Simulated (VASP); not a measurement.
## Al: density of states with PBEsol

The system is Al.

```
Al
1.0
     2.81246    0.00000    0.00000
    -1.40623    2.43566    0.00000
     0.00000    0.00000    4.86685
Al
2
Cartesian
  0.0000 1.6238 1.2167
  1.4062 0.8119 3.6501
```

```json
{
 "Program": "VASP 6.6.1",
 "Task": "density of states",
 "Functional": "PBEsol",
 "Potentials or basis": "VASP PAW PBE potentials, release 64 (Al)",
 "Cutoff": "520 eV",
 "k mesh": "6 × 6 × 3",
 "Occupations": "fermi-dirac, width 0.05 eV",
 "Spin": "no spin polarisation",
 "Dipole correction": "no",
 "k mesh for the DOS": "9 × 9 × 5",
 "Occupations for the DOS": "tetrahedron",
 "Further INCAR settings": "ALGO = Normal; EDIFF = 1e-06; NBANDS = 10"
}
```

```
Valence electrons inside the program's atomic spheres : Al 0.77
```

Levels at points of the mesh, in eV from the Fermi level:
```csv
k point,band 1,band 2,band 3,band 4,band 5,band 6,band 7
"(0.00, 0.00, 0.00)",-11.07,-5.07,-4.83,11.13,11.41,11.41,11.63
```

Run time: 6 s on 1 thread of AMD EPYC 9R45 96-Core Processor (Zen 5) (shared host), peak memory 0.11 GiB.

Caveat: the k points lie up to 0.43 Å⁻¹ apart.
